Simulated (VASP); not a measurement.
Wanted: the native input for a VASP 6.6.1 run.

```
Task                   : single point
Functional             : PBE
Potentials or basis    : VASP PAW PBE potentials, release 64 (Y_sv, Hf_pv, O)
Cutoff                 : 520 eV
k mesh                 : 12 × 12 × 12
Occupations            : gaussian, width 0.1 eV
Spin                   : no spin polarisation
Dipole correction      : no
Further INCAR settings : ALGO = Normal; EDIFF = 1e-07; NBANDS = 30
```

The structure of YHf2O2 lies in POSCAR:

```
YHf2O2
1.0
   -2.1123097790      2.1123097790      5.6687836500
    2.1123097790     -2.1123097790      5.6687836500
    2.1123097790      2.1123097790     -5.6687836500
Y Hf O
1 2 2
Direct
    0.0000000000      0.0000000000      0.0000000000
    0.7500000000      0.2500000000      0.5000000000
    0.2500000000      0.7500000000      0.5000000000
    0.2029811080      0.2029811080      0.0000000000
    0.7970188920      0.7970188920      0.0000000000
```

The cell was generated, and may not be a known phase.

These files were run (other wordings do the same):

INCAR

```
SYSTEM = YHf2O2
PREC = Accurate
ENCUT = 520
EDIFF = 1E-7
ISMEAR = 0
SIGMA = 0.1
LREAL = .False.
LASPH = .True.
NELM = 100
ALGO = Normal
ISIF = 2
LWAVE = .False.
LCHARG = .True.
GGA = PE
LELF = .True.
LVHAR = .True.
NBANDS = 30
```

KPOINTS

```
Automatic mesh
0
Gamma
  12 12 12
  0 0 0
```

Potentials or basis: VASP PAW PBE potentials, release 64 (Y_sv, Hf_pv, O).

Run with:

```sh
$ cat potpaw_PBE.64/Y_sv/POTCAR potpaw_PBE.64/Hf_pv/POTCAR potpaw_PBE.64/O/POTCAR > POTCAR
$ mpirun -np 1 vasp_std > vasp.out
```

It gave:

The pressure is -1.0 GPa. The largest force is 0.118 eV/Å and the band gap on the k mesh is zero (an odd number of electrons rules out a gap without spin polarisation).

Caveat: spin-orbit coupling is left out, which moves the levels of the heavy elements; an odd number of electrons without spin polarisation forces a metal; a magnetic or distorted state may lie lower.

It took 8.6 min on 1 thread of AMD EPYC 9R45 96-Core Processor (Zen 5) (shared host), peak memory 0.68 GiB.
